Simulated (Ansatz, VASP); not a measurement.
MgO in VASP and in Ansatz

The input POSCAR:

```
MgO
1.0
   -0.0525541854      2.1021674158      2.1021674158
    2.1021674158     -0.0525541854      2.1021674158
    2.0496132304      2.0496132304      0.0000000000
Mg O
1 1
Direct
    0.0000000000      0.0000000000      0.0000000000
    0.5000000000      0.5000000000      0.5000000000
```

The input INCAR.step1:

```
SYSTEM = MgO
  PREC = Accurate
  ENCUT = 750
  ISMEAR = 0
  SIGMA = 0.01
  LREAL = .False.
  LASPH = .True.
  NELM = 120
  NBANDS = 15
  GGA = PE
  ALGO = Normal
  EDIFF = 1E-5
  LWAVE = .True.
  LCHARG = .False.
  GGA_COMPAT = .False.
```

The input INCAR.step2:

```
SYSTEM = MgO
  PREC = Accurate
  ENCUT = 750
  EDIFF = 1E-6
  ISMEAR = 0
  SIGMA = 0.01
  LREAL = .False.
  LASPH = .True.
  NELM = 120
  ALGO = Normal
  ISIF = 2
  LWAVE = .False.
  LCHARG = .False.
  METAGGA = R2SCAN
  LMIXTAU = .True.
  NBANDS = 15
  ISTART = 1
  GGA_COMPAT = .False.
```

KPOINTS

```
Automatic mesh
0
Gamma
  10 10 10
  0 0 0
```

Input for Ansatz:

```yaml
crystal:
  lattice:
    - [-0.0525541854, 2.1021674158, 2.1021674158]
    - [2.1021674158, -0.0525541854, 2.1021674158]
    - [2.0496132304, 2.0496132304, 0.0]
  atoms:
    - { symbol: Mg, position: [0.0, 0.0, 0.0] }
    - { symbol: O, position: [0.5, 0.5, 0.5] }
kpoints:
  mp_grid: { grid: [10, 10, 10] }
  band_path:
    path:
      - [0.0, 0.0, 0.0]
      - [0.5, 0.0, 0.5]
      - [0.625, 0.25, 0.625]
      - [0.375, 0.375, 0.75]
      - [0.5, 0.5, 0.5]
      - [0.5, 0.25, 0.75]
    npoints: 1
hamiltonian:
  xc: r2scan
scf:
  occupations: { method: fixed }
  n_extra_bands: 4
output:
  forces: true
  stress: true
  eigenvalues: true
```

Change from the starting cell: shear_xy strain -5.0%.

Alike in both runs: task single point; functional r2SCAN; k mesh 10 × 10 × 10; no spin polarisation.

|  | VASP | Ansatz |
| --- | --- | --- |
| version | VASP 6.6.1 | Ansatz 0.2.0 |
| potentials or method | VASP PAW PBE potentials, release 64 (Mg_sv, O) | plane waves, PAW |
| plane-wave cutoff (eV) | 750 | 500 |
| occupations | gaussian, width 0.01 eV | fixed |
| valence electrons in the cell | 16 | 16 |

Ansatz gave:

* gap on the k mesh at the Fermi level (eV): 5.46
* pressure (GPa): 0.1
* traceless stress, the component that is largest in VASP (GPa): 7.86

Estimate VASP's values.

gap on the k mesh at the Fermi level (eV): 5.48; pressure (GPa): 0.0; traceless stress, the component that is largest in VASP (GPa): 7.72.

VASP's potentials were made for PBE, not for r2SCAN.
